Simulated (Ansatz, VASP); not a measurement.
**BN in VASP and in Ansatz**

File INCAR:

```
PREC     = Accurate       # precision mode
ENCUT    = 600            # plane-wave cutoff, eV
EDIFF    = 1E-6           # SCF threshold, eV
ISMEAR   = 0              # smearing method
SIGMA    = 0.02           # smearing width, eV
LREAL    = False          # projectors in reciprocal space
LASPH    = True           # aspherical terms in the spheres
NELM     = 120            # most SCF steps
ALGO     = Normal         # electronic algorithm
ISIF     = 2              # what is computed and relaxed
LWAVE    = False          # write WAVECAR
LCHARG   = True           # write CHGCAR
LELF     = True           # ELF
LVHAR    = True         
NBANDS   = 11             # bands
GGA_COMPAT= False
```

The input KPOINTS:

```
regular mesh
0
Gamma
  12 12 12
```

POSCAR

```
BN
1.0
    0.0000000000      1.7899407191      1.7899407191
    1.7899407191      0.0000000000      1.7899407191
    1.7899407191      1.7899407191      0.0000000000
B N
1 1
Direct
    0.0000000000      0.0000000000      0.0000000000
    0.2500000000      0.2500000000      0.2500000000
```

Input for Ansatz:

```yaml
crystal:
  lattice:
    - [0.0, 1.7899407191, 1.7899407191]
    - [1.7899407191, 0.0, 1.7899407191]
    - [1.7899407191, 1.7899407191, 0.0]
  atoms:
    - { symbol: B, position: [0.0, 0.0, 0.0] }
    - { symbol: "N", position: [0.25, 0.25, 0.25] }
basis:
  ecutwfc: 420
kpoints:
  mp_grid: { grid: [12, 12, 12] }
  band_path:
    path:
      - [[0.0, 0.0, 0.0], [-0.5, -0.5, 0.0], [-0.375, -0.375, 0.25]]
      - [[-0.375, 0.0, 0.375], [0.0, 0.0, 0.0], [0.0, 0.0, 0.5], [-0.5, -0.25, 0.25], [-0.5, -0.5, 0.0]]
    npoints: 10
hamiltonian:
  xc: lda
  pseudopotentials: { kind: paw, azcp: { folder: soft_1 } }
scf:
  occupations: { method: gaussian, width: 0.02 }
  n_extra_bands: 7
output:
  forces: true
  stress: true
  eigenvalues: true
```

Alike in both runs: task single point; functional LDA; k mesh 12 × 12 × 12; occupations gaussian, width 0.02 eV; no spin polarisation.

|  | VASP | Ansatz |
| --- | --- | --- |
| version | VASP 6.6.1 | Ansatz 0.2.0 |
| potentials or method | VASP PAW LDA potentials, release 64 (B, N), cutoff 600 eV | scalar-relativistic, plane waves, PAW |
| valence electrons in the cell | 8 | 8 |

Ansatz gave:

- gap on the k mesh at the Fermi level (eV): 4.39
- least direct gap on the mesh (eV): 8.83
- pressure (GPa): 0.0

Q: Estimate VASP's values.

A: gap on the k mesh at the Fermi level (eV): 4.38; least direct gap on the mesh (eV): 8.82; pressure (GPa): 1.0.

Ansatz warns that its potentials were made for another functional, while VASP's fit it. LDA's correlation is that of Perdew and Zunger in VASP and of Perdew and Wang (1992) in Ansatz.
